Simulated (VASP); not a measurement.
# Lu (P6_3/mmc) in VASP: notebook, part 2 of 2

VASP 6.6.1. Earlier steps stand in the parts before.

### 3 Electric field gradients, PBEsol (zz strain of -1 %)

File INCAR:

```
ALGO     = Normal         # electronic algorithm
EDIFF    = 1E-8           # SCF threshold, eV
ENCUT    = 520            # plane-wave cutoff, eV
GGA      = PS             # functional
ISIF     = 2              # what is computed and relaxed
ISMEAR   = -1             # smearing method
LASPH    = True           # aspherical terms in the spheres
LCHARG   = False          # write CHGCAR
LEFG     = True         
LREAL    = False          # projectors in reciprocal space
LWAVE    = False          # write WAVECAR
NBANDS   = 32             # bands
NELM     = 80             # most SCF steps
PREC     = Accurate       # precision mode
SIGMA    = 0.03           # smearing width, eV
```

File KPOINTS:

```
k-points
0
Gamma
  13 13 8
```

File POSCAR:

```
Lu
1.0
    3.5098988894      0.0000000000      0.0000000000
   -1.7549494447      3.0396616030      0.0000000000
    0.0000000000      0.0000000000      5.5109340000
Lu
2
Direct
    0.3333333333      0.6666666667      0.2500000000
    0.6666666667      0.3333333333      0.7500000000
```

Potentials or basis: VASP PAW PBE potentials, release 64 (Lu).

Started as:

```
cat potpaw_PBE.64/Lu/POTCAR > POTCAR
mpirun -np 1 vasp_std > vasp.out
```

OUTCAR:

```text
EDIFF = 1E-8
   ENCUT = 520
   GGA = PS
   ISIF = 2
   ISMEAR = -1
   LASPH = True
   LREAL = False
   NELM = 80
   PREC = Accurate

 ion  position               nearest neighbor table
   1  0.333  0.667  0.250-   2 3.42   2 3.42   2 3.42   2 3.42   2 3.42   2 3.42
   2  0.667  0.333  0.750-   1 3.42   1 3.42   1 3.42   1 3.42   1 3.42   1 3.42

  LATTYP: Found a hexagonal cell.
 ALAT       =     3.5098988894
 C/A-ratio  =     1.5701118960

  Lattice vectors:

 A1 = (   3.5098988894,   0.0000000000,   0.0000000000)
 A2 = (  -1.7549494447,   3.0396616030,   0.0000000000)
 A3 = (   0.0000000000,   0.0000000000,   5.5109340000)

Analysis of symmetry for initial positions (statically):
=====================================================================
 Subroutine PRICEL returns:
 Original cell was already a primitive cell.

 Routine SETGRP: Setting up the symmetry group for a
 hexagonal supercell.

 Subroutine GETGRP returns: Found 24 space group operations
 (whereof 12 operations were pure point group operations)
 out of a pool of 24 trial point group operations.

The static configuration has the point symmetry D_3d.
 The point group associated with its full space group is D_6h.

Analysis of symmetry for dynamics (positions and initial velocities):
=====================================================================
 Subroutine PRICEL returns:
 Original cell was already a primitive cell.

 Routine SETGRP: Setting up the symmetry group for a
 hexagonal supercell.

 Subroutine GETGRP returns: Found 24 space group operations
 (whereof 12 operations were pure point group operations)
 out of a pool of 24 trial point group operations.

The dynamic configuration has the point symmetry D_3d.
 The point group associated with its full space group is D_6h.

 Subroutine INISYM returns: Found 24 space group operations
 (whereof 12 operations are pure point group operations),
 and found     1 'primitive' translations

----------------------------------------------------------------------------------------

                                     Primitive cell

  volume of cell :      58.7956

  direct lattice vectors                    reciprocal lattice vectors
     3.509898889  0.000000000  0.000000000     0.284908492  0.164491995  0.000000000
    -1.754949445  3.039661603  0.000000000     0.000000000  0.328983989  0.000000000
     0.000000000  0.000000000  5.510934000     0.000000000  0.000000000  0.181457444

  length of vectors
     3.509898889  3.509898889  5.510934000     0.328983989  0.328983989  0.181457444

  position of ions in fractional coordinates (direct lattice)
     0.333333333  0.666666667  0.250000000
     0.666666667  0.333333333  0.750000000

  ion indices of the primitive-cell ions
   primitive index   ion index
                 1           1
                 2           2

----------------------------------------------------------------------------------------

 KPOINTS: k-points

[... 73 lines left out ...]
   ISIF   =      2    stress and relaxation
   ISYM   =      2    0-nonsym 1-usesym 2-fastsym
   POTIM  = 0.5000    time-step for ionic-motion
   TEBEG  =    0.0;   TEEND  =   0.0 temperature during run
   PSTRESS=    0.0 pullay stress
   NELECT =      50.0000    total number of electrons
   NUPDOWN=      -1.0000    fix difference up-down
   EMIN   =  10.00;   EMAX   =-10.00  energy-range for DOS
   EFERMI =   0.00;   METHOD = LEGACY
   ISMEAR =    -1;   SIGMA  =   0.03  broadening in eV -4-tet -1-fermi 0-gaus
   EFERMI_NEDOS =   21; number of points for ismear=-14 and -15
   IALGO  =     38    algorithm
   IMIX   =      4    mixing-type and parameters
     AMIX     =   0.40;   BMIX     =  1.00
     AMIX_MAG =   1.60;   BMIX_MAG =  1.00
  volume/ion in A,a.u.               =      29.40       198.39
  Fermi-wavevector in a.u.,A,eV,Ry     =   1.551017  2.930997 32.730895  2.405653
  Thomas-Fermi vector in A             =   2.655597
   LORBIT       =      0    0 simple, 1 ext, 2 COOP (PROOUT), +10 PAW based schemes
   GGA     = PS    functional components
   LHFCALC =     F    Hartree Fock is set to
   AEXX    =    0.0000 exact exchange contribution
   IVDW    =     0    specifies the selected vdW correction
   LEPSILON=     F    determine dielectric tensor
   LRPA    =     F    only Hartree local field effects (RPA)
 non-spin polarized calculation
  energy-cutoff  :      520.00
  volume of cell :       58.80
 maximum number of plane-waves:      1640
 NGX is ok and might be reduce to    28
   NGX = 13   NGY = 13   NGZ = 21

 number of electron      49.9999990 magnetization

 Free energy of the ion-electron system (eV)
  ---------------------------------------------------
  ext. energy  EPLUGINS =         0.00000000
  ---------------------------------------------------
  free energy    TOTEN  =        -9.87249376 eV

  energy without entropy =       -9.86182159  energy(sigma->0) =       -9.86715767

 E-fermi :   2.0405     XC(G=0): -10.7277

 val. band max:        2.0256395337   @ k =   0.4615   0.0769   0.3750
 cond. band min:       2.0433360589   @ k =   0.2308   0.2308   0.3750
 fundamental gap:      0.0176965252
 Fermi energy:         2.0404605655

 k-point     1 :       0.0000    0.0000    0.0000
  band No.  band energies     occupation
      1     -54.1584      2.00000
      2     -54.1248      2.00000
      3     -25.0833      2.00000
      4     -24.6696      2.00000
      5     -24.6696      2.00000
      6     -24.5890      2.00000
[... 829 lines left out ...]
     31       5.5194      0.00000
     32       5.5588      0.00000

 [... further k-points ...]

------------------------ aborting loop because EDIFF is reached ----------------------------------------

  FORCE on cell =-STRESS in cart. coord.  units (eV):
  Direction    XX          YY          ZZ          XY          YZ          ZX
  --------------------------------------------------------------------------------------
  -------------------------------------------------------------------------------------
  Total       -0.9848333     -0.9848333     -1.2477782      0.0000000      0.0000000      0.0000000
  in kB      -26.8366482    -26.8366482    -34.0018804      0.0000000      0.0000000      0.0000000
  external PRESSURE =     -29.2250589 kB  Pullay stress =       0.0000000 kB

 VOLUME and BASIS-vectors are now :
 -----------------------------------------------------------------------------
  energy-cutoff  :      520.00
  volume of cell :       58.80
      direct lattice vectors                 reciprocal lattice vectors
     3.509898889  0.000000000  0.000000000     0.284908492  0.164491995  0.000000000
    -1.754949445  3.039661603  0.000000000     0.000000000  0.328983989  0.000000000
     0.000000000  0.000000000  5.510934000     0.000000000  0.000000000  0.181457444

 POSITION                                       TOTAL-FORCE (eV/Angst)
 -----------------------------------------------------------------------------------
     -0.00000      2.02644      1.37773        -0.000000      0.000000      0.000000
      1.75495      1.01322      4.13320         0.000000     -0.000000      0.000000
 -----------------------------------------------------------------------------------
    total drift:                               -0.000000      0.000000     -0.000000

  FREE ENERGIE OF THE ION-ELECTRON SYSTEM (eV)
  ---------------------------------------------------
  free  energy   TOTEN  =        -9.8724937599 eV

  energy  without entropy=       -9.8618215867  energy(sigma->0) =       -9.86715767

 Electric field gradients (V/A^2)
---------------------------------------------------------------------
 ion       V_xx      V_yy      V_zz      V_xy      V_xz      V_yz
---------------------------------------------------------------------
   1     -34.530   -34.530    69.060    -0.000     0.000    -0.000
   2     -34.530   -34.530    69.060    -0.000    -0.000     0.000
---------------------------------------------------------------------

 Electric field gradients after diagonalization (V/A^2)
 (convention: |V_zz| > |V_xx| > |V_yy|)
----------------------------------------------------------------------
 ion       V_xx      V_yy      V_zz     asymmetry (V_yy - V_xx)/ V_zz
----------------------------------------------------------------------
   1     -34.530   -34.530    69.060       0.000
   2     -34.530   -34.530    69.060       0.000
----------------------------------------------------------------------

           NMR quadrupolar parameters

 Cq : quadrupolar parameter    Cq=e*Q*V_zz/h
 eta: asymmetry parameters     (V_yy - V_xx)/ V_zz
 Q  : nuclear electric quadrupole moment in mb (millibarn)
----------------------------------------------------------------------
 ion       Cq(MHz)       eta       Q (mb)
----------------------------------------------------------------------
   1       0.167       0.000       1.000
   2       0.167       0.000       1.000
----------------------------------------------------------------------
```

Run time: 2.6 min. Hardware: 1 thread of Intel Xeon Platinum 8259CL at 2.50GHz (Skylake/Cascade Lake), shared host; peak memory 0.3 GiB.

Results:

```yaml
Free_energy: -9.8725 eV
Pressure: -2.9 GPa
Band_gap_on_the_k_mesh: zero (bands 25 and 26 overlap by 1.79 eV)
Largest_electric_field_gradient_by_atom: Lu +69.1 V/Å²
```

Stress tensor (GPa, compression positive):
```
-2.68  0.00  0.00
 0.00 -2.68  0.00
 0.00  0.00 -3.40
```

Levels at points of the mesh, in eV from the Fermi level:
```csv
k point,band 22,band 23,band 24,band 25,band 26,band 27,band 28,band 29
"(0.00, 0.00, 0.00)",-4.85,-4.85,-2.40,0.63,2.17,2.17,2.54,2.88
"(0.00, 0.00, 0.50)",-4.85,-4.36,-4.36,1.18,1.18,2.08,2.08,2.08
```

Electric field gradients, principal values (V/Å²):
| atom | least | middle | greatest (by size) |
| --- | --- | --- | --- |
| 1 Lu | -34.530 | -34.530 | 69.060 |
| 2 Lu | -34.530 | -34.530 | 69.060 |

Caveat: the cell differs from its parent crystal (zz strain of -1 %); without QUAD_EFG the Cq values of the log hold for a quadrupole moment of 1 mb, not for the nuclei; the PAW data sets were made with another functional, which shifts forces and pressure a little; spin-orbit coupling is left out, which moves the levels of the heavy elements.
